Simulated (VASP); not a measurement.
MoS2: single point with PBEsol+D3(BJ)

MoS2:

```xyz
6
Lattice="3.1690 0.0000 0.0000 -1.5845 2.7444 0.0000 0.0000 0.0000 12.3240" Properties=species:S:1:pos:R:3 pbc="T T T"
Mo    1.5845    0.9148    9.2430
Mo    0.0000    1.8296    3.0810
S     1.5845    0.9148    4.6461
S     0.0000    1.8296   10.8081
S     1.5845    0.9148    1.5159
S     0.0000    1.8296    7.6779
```

```yaml
Program: VASP 6.6.1
Task: single point
Functional: PBEsol
Dispersion: D3(BJ)
Potentials_or_basis: VASP PAW PBE potentials, release 64 (Mo_sv, S)
Cutoff: 520 eV
k_mesh: 10 × 10 × 3
Occupations: fermi-dirac, width 0.05 eV
Spin: no spin polarisation
Dipole_correction: no
Further_INCAR_settings: ALGO = Normal; EDIFF = 1e-06; NBANDS = 35
```

```yaml
Pressure: -6.4 GPa
Largest_force: 0.296 eV/Å
Band_gap_on_the_k_mesh: 0.90 eV, indirect (least direct gap 1.87 eV)
Dispersion_energy_per_atom: -0.366 eV
```

Forces on the atoms (eV/Å):
```
Mo   0.000  0.000  0.000
Mo   0.000  0.000  0.000
S    0.000  0.000 -0.296
S    0.000  0.000 -0.296
S    0.000  0.000  0.296
S    0.000  0.000  0.296
```

Stress tensor (GPa, compression positive):
```
-6.64  0.00  0.00
 0.00 -6.64  0.00
 0.00  0.00 -5.88
```

Levels at points of the mesh, in eV from the valence-band top:
| k point | band 24 | band 25 | band 26 | band 27 | band 28 | band 29 |
| --- | --- | --- | --- | --- | --- | --- |
| (0.00, 0.00, 0.00) | -1.18 | -1.17 | 0.00 | 2.11 | 2.11 | 2.13 |
| (0.50, 0.00, 0.00) | -1.51 | -1.42 | -1.29 | 1.61 | 1.65 | 1.99 |

Run time: 43 s on 1 thread of Intel(R) Xeon(R) 6975P-C (Granite Rapids), on a shared host, peak memory 0.27 GiB.

Caveat: three body term missing; the PAW data sets were made with another functional, which shifts forces and pressure a little. A k mesh can miss the band edges.
